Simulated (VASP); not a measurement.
# W9C8 in VASP: single point with PBE

Aim: the single point of W9C8 with PBE.

Program: VASP 6.6.1. These are calculated values, not measurements. Logs are shortened: lines on timing, memory, paths and dates and some standing lists are left out, and cuts for length are marked.

## Step 1: The cell of the first run

The cell holds a slab with vacuum, 17 atoms: a = 5.709 Å, b = 5.709 Å, c = 15.202 Å, α = 90.00°, β = 90.00°, γ = 120.00°.

## Step 2: Single point, PBE

INCAR

```
SYSTEM = W9C8
PREC     = Accurate       ! precision mode
ENCUT    = 910            ! plane-wave cutoff, eV
EDIFF    = 1E-6           ! SCF threshold, eV
ISMEAR   = -1             ! smearing method
SIGMA    = 0.15           ! smearing width, eV
LREAL    = Auto         
LASPH    = .TRUE.         ! aspherical terms in the spheres
NELM     = 120            ! most SCF steps
ALGO     = Normal         ! electronic algorithm
ISIF     = 2              ! what is computed and relaxed
LWAVE    = .FALSE.        ! write WAVECAR
LCHARG   = .FALSE.        ! write CHGCAR
GGA      = PE             ! functional
NBANDS   = 93             ! bands
GGA_COMPAT= .FALSE.      
NELMDL   = -8
```

KPOINTS

```
regular mesh
0
G
  2 2 1
  0 0 0
```

POSCAR

```
W9C8
1.0
    5.7094800000      0.0000000000      0.0000000000
   -2.8547400000      4.9445550000      0.0000000000
    0.0000000000      0.0000000000     15.2020700000
W C
9 8
Direct
    0.0000000000      0.0000000000      0.0657805000
    0.0060453666      0.0030086236      0.2525898259
    0.0000000000      0.5000000000      0.0657805000
    0.0000154864      0.4999905124      0.2560399782
    0.5000000000      0.0000000000      0.0657805000
    0.4970104496      0.0029944407      0.2525949157
    0.5000000000      0.5000000000      0.0657805000
    0.4969950936      0.4939587651      0.2525903657
    0.6666674412      0.8333346545      0.4045582979
    0.3333710705      0.1666409058      0.1532510105
    0.3333336057      0.1666651383      0.3322324936
    0.3327325904      0.6663583618      0.1544125526
    0.3301556650      0.6650830851      0.3428662497
    0.8336451744      0.1672710225      0.1544120189
    0.8349150196      0.1698403970      0.3428615219
    0.8336519093      0.6663524686      0.1544100639
    0.8349079149      0.6650920424      0.3428331880
```

Potentials or basis: VASP PAW PBE potentials, release 64 (W_sv, C_h).

On the command line:

```
> cat potpaw_PBE.64/W_sv/POTCAR potpaw_PBE.64/C_h/POTCAR > POTCAR
> mpirun -np 1 vasp_std > vasp.out
```

OUTCAR:

```text
SYSTEM = W9C8
   PREC = Accurate
   ENCUT = 910
   EDIFF = 1E-6
   ISMEAR = -1
   LREAL = Auto
   LASPH = .TRUE.
   NELM = 120
   ISIF = 2
   GGA = PE
   NELMDL = -8

 ion  position               nearest neighbor table
   1  0.000  0.000  0.066-  10 2.12  14 2.13  16 2.13   2 2.84   5 2.85   5 2.85   3 2.85   3 2.85
                             7 2.85   7 2.85
   2  0.006  0.003  0.253-  11 2.02  17 2.16  15 2.16  10 2.21  16 2.24  14 2.24   8 2.80   6 2.80
                             1 2.84   4 2.86   9 2.86   4 2.86   6 2.91   8 2.91
   3  0.000  0.500  0.066-  16 2.13  14 2.13  12 2.13   7 2.85   7 2.85   5 2.85   1 2.85   1 2.85
                             5 2.85   4 2.89
   4  0.000  0.500  0.256-  17 2.10  15 2.10  13 2.10  12 2.26  14 2.26  16 2.26   8 2.86   2 2.86
                             6 2.86   6 2.86   2 2.86   8 2.86   3 2.89
   5  0.500  0.000  0.066-  10 2.12  12 2.13  14 2.13   6 2.84   1 2.85   1 2.85   3 2.85   7 2.85
                             7 2.85   3 2.85
   6  0.497  0.003  0.253-  11 2.02  15 2.16  13 2.16  10 2.21  12 2.24  14 2.24   8 2.80   2 2.80
                             5 2.84   9 2.86   4 2.86   4 2.86   2 2.91   8 2.91
   7  0.500  0.500  0.066-  10 2.12  12 2.13  16 2.13   8 2.84   3 2.85   3 2.85   5 2.85   5 2.85
                             1 2.85   1 2.85
   8  0.497  0.494  0.253-  11 2.02  17 2.16  13 2.16  10 2.21  12 2.24  16 2.24   2 2.80   6 2.80
                             7 2.84   4 2.86   9 2.86   4 2.86   6 2.91   2 2.91
   9  0.667  0.833  0.405-  13 1.91  15 1.91  17 1.91   6 2.86   8 2.86   2 2.86
  10  0.333  0.167  0.153-   5 2.12   7 2.12   1 2.12   6 2.21   8 2.21   2 2.21
  11  0.333  0.167  0.332-   2 2.02   8 2.02   6 2.02
  12  0.333  0.666  0.154-   3 2.13   7 2.13   5 2.13   6 2.24   8 2.24   4 2.26
  13  0.330  0.665  0.343-   9 1.91   4 2.10   6 2.16   8 2.16
  14  0.834  0.167  0.154-   3 2.13   1 2.13   5 2.13   6 2.24   2 2.24   4 2.26
  15  0.835  0.170  0.343-   9 1.91   4 2.10   6 2.16   2 2.16
  16  0.834  0.666  0.154-   3 2.13   1 2.13   7 2.13   2 2.24   8 2.24   4 2.26
  17  0.835  0.665  0.343-   9 1.91   4 2.10   8 2.16   2 2.16

  LATTYP: Found a hexagonal cell.
 ALAT       =     5.7094800000
 C/A-ratio  =     2.6626014979

  Lattice vectors:

 A1 = (   5.7094800000,   0.0000000000,   0.0000000000)
 A2 = (  -2.8547400000,   4.9445550000,   0.0000000000)
 A3 = (   0.0000000000,   0.0000000000,  15.2020700000)

Analysis of symmetry for initial positions (statically):
=====================================================================
 Subroutine PRICEL returns:
 Original cell was already a primitive cell.

 Routine SETGRP: Setting up the symmetry group for a
 hexagonal supercell.

 Subroutine GETGRP returns: Found  2 space group operations
 (whereof  1 operations were pure point group operations)
 out of a pool of 24 trial point group operations.

The static configuration has the point symmetry C_1 .
[... 134 lines left out ...]
   NELECT =     158.0000    total number of electrons
   NUPDOWN=      -1.0000    fix difference up-down
   EMIN   =  10.00;   EMAX   =-10.00  energy-range for DOS
   EFERMI =   0.00;   METHOD = LEGACY
   ISMEAR =    -1;   SIGMA  =   0.15  broadening in eV -4-tet -1-fermi 0-gaus
   EFERMI_NEDOS =   21; number of points for ismear=-14 and -15
   IALGO  =     38    algorithm
   IMIX   =      4    mixing-type and parameters
     AMIX     =   0.40;   BMIX     =  1.00
     AMIX_MAG =   1.60;   BMIX_MAG =  1.00
  volume/ion in A,a.u.               =      25.25       170.36
  Fermi-wavevector in a.u.,A,eV,Ry     =   1.173325  2.217263 18.731029  1.376692
  Thomas-Fermi vector in A             =   2.309740
   LORBIT       =      0    0 simple, 1 ext, 2 COOP (PROOUT), +10 PAW based schemes
   GGA     = PE    functional components
   LHFCALC =     F    Hartree Fock is set to
   AEXX    =    0.0000 exact exchange contribution
   IVDW    =     0    specifies the selected vdW correction
   LEPSILON=     F    determine dielectric tensor
   LRPA    =     F    only Hartree local field effects (RPA)
 non-spin polarized calculation
  energy-cutoff  :      910.00
  volume of cell :      429.17
 maximum number of plane-waves:     26766
   NGX = 29   NGY = 29   NGZ = 75

 number of electron     158.0000000 magnetization

 Free energy of the ion-electron system (eV)
  ---------------------------------------------------
  ext. energy  EPLUGINS =         0.00000000
  ---------------------------------------------------
  free energy    TOTEN  =      -178.65569819 eV

  energy without entropy =     -178.25712540  energy(sigma->0) =     -178.45641179

 E-fermi :   2.6841     XC(G=0):  -7.2131

 val. band max:        2.4384828639   @ k =   0.5000   0.5000   0.0000
 cond. band min:       2.7700778827   @ k =   0.0000   0.0000   0.0000
 fundamental gap:      0.3315950189
 Fermi energy:         2.6841046421

 k-point     1 :       0.0000    0.0000    0.0000
  band No.  band energies     occupation
      1     -71.5228      2.00000
      2     -71.4292      2.00000
      3     -71.4162      2.00000
      4     -71.3573      2.00000
      5     -71.3410      2.00000
      6     -71.3409      2.00000
[... 271 lines left out ...]
     90       4.5720      0.00001
     91       4.7311      0.00000
 [bands above 91 left out]

------------------------ aborting loop because EDIFF is reached ----------------------------------------

  FORCE on cell =-STRESS in cart. coord.  units (eV):
  Direction    XX          YY          ZZ          XY          YZ          ZX
  --------------------------------------------------------------------------------------
  -------------------------------------------------------------------------------------
  Total       13.2890664     13.2894324      0.9561617      0.0003156     -0.0024852      0.0043049
  in kB       49.6110659     49.6124321      3.5695662      0.0011783     -0.0092779      0.0160711
  external PRESSURE =      34.2643548 kB  Pullay stress =       0.0000000 kB

 VOLUME and BASIS-vectors are now :
 -----------------------------------------------------------------------------
  energy-cutoff  :      910.00
  volume of cell :      429.17
      direct lattice vectors                 reciprocal lattice vectors
     5.709480000  0.000000000  0.000000000     0.175147299  0.101121334  0.000000000
    -2.854740000  4.944555000  0.000000000     0.000000000  0.202242669  0.000000000
     0.000000000  0.000000000 15.202070000     0.000000000  0.000000000  0.065780515

 POSITION                                       TOTAL-FORCE (eV/Angst)
 -----------------------------------------------------------------------------------
      0.00000      0.00000      1.00000        -0.147977     -0.086428     -0.224369
      0.02593      0.01488      3.83989        -0.066309     -0.036841     -0.019559
     -1.42737      2.47228      1.00000         0.000895     -0.000517      0.431068
     -1.42725      2.47223      3.89234        -0.000080      0.000046      0.033568
      2.85474      0.00000      1.00000         0.150524     -0.086905     -0.224590
      2.82912      0.01481      3.83997         0.060788     -0.035096     -0.020738
[... 9 lines left out ...]
      2.85746      3.29482      2.34735         0.002956     -0.001707      0.002136
      2.86823      3.28858      5.21177         0.030476     -0.017595      0.039462
 -----------------------------------------------------------------------------------
    total drift:                                0.030059      0.050600     -0.028816

  FREE ENERGIE OF THE ION-ELECTRON SYSTEM (eV)
  ---------------------------------------------------
  free  energy   TOTEN  =      -178.6556981876 eV

  energy  without entropy=     -178.2571253973  energy(sigma->0) =     -178.45641179
```

OSZICAR:

```text
N       E                     dE             d eps       ncg     rms          rms(c)
DAV:   1     0.246925654569E+04    0.24693E+04   -0.11824E+05   606   0.250E+03
DAV:   2    -0.882174400917E+01   -0.24781E+04   -0.24250E+04   632   0.638E+02
DAV:   3    -0.200166098716E+03   -0.19134E+03   -0.18512E+03   748   0.157E+02
[... 21 lines left out ...]
DAV:  25    -0.178655691593E+03   -0.13922E-04   -0.16327E-05   636   0.165E-02    0.500E-03
DAV:  26    -0.178655693263E+03   -0.16705E-05   -0.32814E-06   508   0.101E-02    0.335E-03
DAV:  27    -0.178655696240E+03   -0.29764E-05   -0.17651E-06   428   0.560E-03    0.240E-03
DAV:  28    -0.178655697790E+03   -0.15508E-05   -0.70340E-07   396   0.341E-03    0.124E-03
DAV:  29    -0.178655698188E+03   -0.39728E-06   -0.24775E-07   356   0.221E-03
   1 F= -.17865570E+03 E0= -.17845641E+03  d E =-.398573E+00
```

Wall time 13 min (1 thread of Intel Xeon 6975P-C (Granite Rapids), shared host); peak memory 0.93 GiB.

What came out:

```
Free energy            : -178.6557 eV
Largest force          : 0.431 eV/Å
Band gap on the k mesh : zero (bands 79 and 80 overlap by 0.44 eV)
```

Forces in eV/Å, atoms in the order of the input:
```
W   -0.148 -0.086 -0.224
W   -0.066 -0.037 -0.020
W    0.001 -0.001  0.431
W    0.000  0.000  0.034
W    0.151 -0.087 -0.225
W    0.061 -0.035 -0.021
W    0.001  0.171 -0.224
W   -0.001  0.076 -0.020
W    0.002 -0.001  0.085
C   -0.004  0.002 -0.038
C    0.001 -0.001  0.108
C   -0.003 -0.002  0.002
C   -0.029 -0.019  0.034
C    0.000  0.004  0.002
C    0.001  0.035  0.034
C    0.003 -0.002  0.002
C    0.030 -0.018  0.039
```

Caveat: the k points lie up to 0.64 Å⁻¹ apart; the cutoff is under 1.25 times the usual one of these potentials, so pressure, stress and relaxed cells hold a basis-set (Pulay) error; spin-orbit coupling is left out, which moves the levels of the heavy elements.
